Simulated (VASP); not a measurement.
A run of VASP 6.6.1 is set up as follows.

File INCAR:

```
ALGO = Normal ; DIPOL = 0.5 0.5 0.491
EDIFF = 1E-7 ; ENCUT = 520
IDIPOL = 3 ; ISIF = 2
ISMEAR = 0 ; LASPH = T
LCHARG = T ; LDIPOL = T
LELF = T ; LREAL = Auto
LVACPOTAV = T ; LVHAR = T
LWAVE = F ; NBANDS = 52
NELM = 60 ; PREC = Accurate
SIGMA = 0.1
```

Contents of KPOINTS:

```
k-points
0
Gamma
  5 3 1
```

The input POSCAR:

```
Al
1.0
    5.7246799400      0.0000000000      0.0000000000
    0.0000000000      8.0959200000      0.0000000000
    0.0000000000      0.0000000000     27.1558496683
Al
23
Direct
    0.2500000000      0.2500000000      0.3682447842
    0.2500000000      0.7500000000      0.3682447842
    0.7500000000      0.2500000000      0.3682447842
    0.7500000000      0.7500000000      0.3682447842
    0.0000000000      0.0000000000      0.4209468686
    0.0000000000      0.5000000000      0.4209468686
    0.5000000000      0.0000000000      0.4209468686
    0.5000000000      0.5000000000      0.4209468686
    0.2500000000      0.2500000000      0.4736489531
    0.2500000000      0.7500000000      0.4736489531
    0.7500000000      0.2500000000      0.4736489531
    0.7500000000      0.7500000000      0.4736489531
    0.0000000000      0.0000000000      0.5252599032
    0.0000000000      0.5000000000      0.5195210997
    0.5000000000      0.0000000000      0.5202459538
    0.5000000000      0.5000000000      0.5209331131
    0.2450991545      0.2415545152      0.5757689863
    0.2450991545      0.7584454848      0.5757689863
    0.7549008455      0.2415545152      0.5757689863
    0.7549008455      0.7584454848      0.5757689863
    0.0000000000      0.5000000000      0.6174548445
    0.5000000000      0.0000000000      0.6181983695
    0.5000000000      0.5000000000      0.6178812217
```

Potentials or basis: VASP PAW LDA potentials, release 64 (Al).

The run is started by

```bash
$ cat potpaw_LDA.64/Al/POTCAR > POTCAR
$ mpirun -np 1 vasp_std > vasp.out
```

Question: Estimate the largest force.

Answer: 0.587 eV/Å.

Question: What does it give for the work function of the upper face?

Answer: 4.08 eV.

Question: What does it give for the band gap on the k mesh?

Answer: Zero (an odd number of electrons rules out a gap without spin polarisation).

Forces on the atoms (eV/Å):
```
Al   0.082  0.069  0.577
Al   0.082 -0.069  0.577
Al  -0.082  0.069  0.577
Al  -0.082 -0.069  0.577
Al   0.000  0.000 -0.107
Al   0.000  0.000 -0.436
Al   0.000  0.000 -0.344
Al   0.000  0.000 -0.274
Al   0.005 -0.008 -0.283
Al   0.005  0.008 -0.283
Al  -0.005 -0.008 -0.283
Al  -0.005  0.008 -0.283
Al   0.000  0.000  0.006
Al   0.000  0.000 -0.003
Al   0.000  0.000 -0.016
Al   0.000  0.000  0.000
Al   0.001 -0.012 -0.002
Al   0.001  0.012 -0.002
Al  -0.001 -0.012 -0.002
Al  -0.001  0.012 -0.002
Al   0.000  0.000 -0.001
Al   0.000  0.000  0.007
Al   0.000  0.000 -0.001
```

Caveat: the cell differs from its parent crystal (atoms taken out, then relaxed in part).
